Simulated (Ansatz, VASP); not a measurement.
**One calculation of BaTe, two programs**

```
CELL_PARAMETERS angstrom
4.15816 0.00000 0.00000
0.00000 4.15816 0.00000
0.00000 0.00000 4.15816
ATOMIC_POSITIONS crystal
Ba 0.00000 0.00000 0.00000
Te 0.50000 0.50000 0.50000
```

Alike in both runs: task single point; functional r2SCAN; k mesh 6 × 6 × 6; no spin polarisation.

|  | VASP | Ansatz |
| --- | --- | --- |
| version | VASP 6.6.1 | Ansatz 0.2.0 |
| potentials or method | VASP PAW PBE potentials, release 64 (Ba_sv, Te) | plane waves, PAW |
| plane-wave cutoff (eV) | 520 | 500 |
| occupations | gaussian, width 0.01 eV | fixed |
| valence electrons in the cell | 16 | 26 |

VASP gave:

| Quantity | Value |
| --- | --- |
| gap on the k mesh at the Fermi level (eV) | 0.95 |
| pressure (GPa) | 3.0 |

Question: What did Ansatz give for the same quantities?

Answer: gap on the k mesh at the Fermi level (eV): 1.06; pressure (GPa): 2.4.

VASP's potentials were made for PBE, not for r2SCAN. VASP's potentials hold 16 valence electrons a cell and Ansatz's 26, so a difference there can come from the potentials and not from the codes.

Neither program's run includes spin-orbit coupling.
